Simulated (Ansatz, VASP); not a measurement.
# One calculation of Zn4HO4, two programs

INCAR

```
  ALGO = Normal
  EDIFF = 1E-6
  ENCUT = 520
  GGA = PS
  ISIF = 2
  ISMEAR = 0
  LASPH = True
  LCHARG = True
  LELF = True
  LREAL = False
  LVHAR = True
  LWAVE = False
  NBANDS = 46
  NELM = 80
  PREC = Accurate
  SIGMA = 0.05
```

Contents of KPOINTS:

```
k-points
0
Gamma
  4 4 8
```

File POSCAR:

```
Zn4HO4
1.0
    5.5148137916      0.0000000000      0.0000000000
    0.0000000000      5.5148137916      0.0000000000
    0.0000000000      0.0000000000      3.2430062931
Zn O H
4 4 1
Direct
    0.1820657240      0.1820657240      0.5000000000
    0.8179342760      0.8179342760      0.5000000000
    0.6820657240      0.3179342760      0.0000000000
    0.3179342760      0.6820657240      0.0000000000
    0.8180023132      0.1819976868      0.5000000000
    0.1819976868      0.8180023132      0.5000000000
    0.6819976868      0.6819976868      0.0000000000
    0.3180023132      0.3180023132      0.0000000000
    1.0000405349     -0.6180023132      0.2000000000
```

Input for Ansatz:

```yaml
crystal:
  lattice:
    - [5.5148137916, 0.0, 0.0]
    - [0.0, 5.5148137916, 0.0]
    - [0.0, 0.0, 3.2430062931]
  atoms:
    - { symbol: Zn, position: [0.182065724, 0.182065724, 0.5] }
    - { symbol: Zn, position: [0.817934276, 0.817934276, 0.5] }
    - { symbol: Zn, position: [0.682065724, 0.317934276, 0.0] }
    - { symbol: Zn, position: [0.317934276, 0.682065724, 0.0] }
    - { symbol: O, position: [0.8180023132, 0.1819976868, 0.5] }
    - { symbol: O, position: [0.1819976868, 0.8180023132, 0.5] }
    - { symbol: O, position: [0.6819976868, 0.6819976868, 0.0] }
    - { symbol: O, position: [0.3180023132, 0.3180023132, 0.0] }
    - { symbol: H, position: [1.0000405349, -0.6180023132, 0.2] }
basis:
  ecutwfc: 420
kpoints:
  mp_grid: { grid: [4, 4, 8] }
hamiltonian:
  xc: pbesol
  pseudopotentials: { kind: paw, azcp: { folder: soft_1 } }
scf:
  occupations: { method: gaussian, width: 0.05 }
output:
  forces: true
  stress: true
  eigenvalues: true
  write_density: true
  write_potential: true
  elf: true
  volumetric_format: npy
```

Alike in both runs: task single point; functional PBEsol; k mesh 4 × 4 × 8; occupations gaussian, width 0.05 eV; no spin polarisation.

|  | VASP | Ansatz |
| --- | --- | --- |
| version | VASP 6.6.1 | Ansatz 0.2.0 |
| potentials or method | VASP PAW PBE potentials, release 64 (Zn, O, H), cutoff 520 eV | scalar-relativistic, plane waves, PAW |
| valence electrons in the cell | 73 | 73 |

```tsv
	VASP	Ansatz	Ansatz less VASP
gap on the k mesh at the Fermi level (eV)	none	none	-
pressure (GPa)	5.3	4.4	-0.92
traceless stress, the component that is largest in VASP (GPa)	-1.22	-1.20	+0.020
rms of the force components (eV/Å)	0.350	0.347	-0.0039
```

VASP's potentials were made for PBE, not for PBEsol, and Ansatz warns of the same on its side. Atom by atom the forces differ by 0.006 eV/Å (rms over components). A gap of «none» marks a metal or a gap that the smearing closes. With one functional, cell and mesh, what is left measures potentials, basis and numerics.
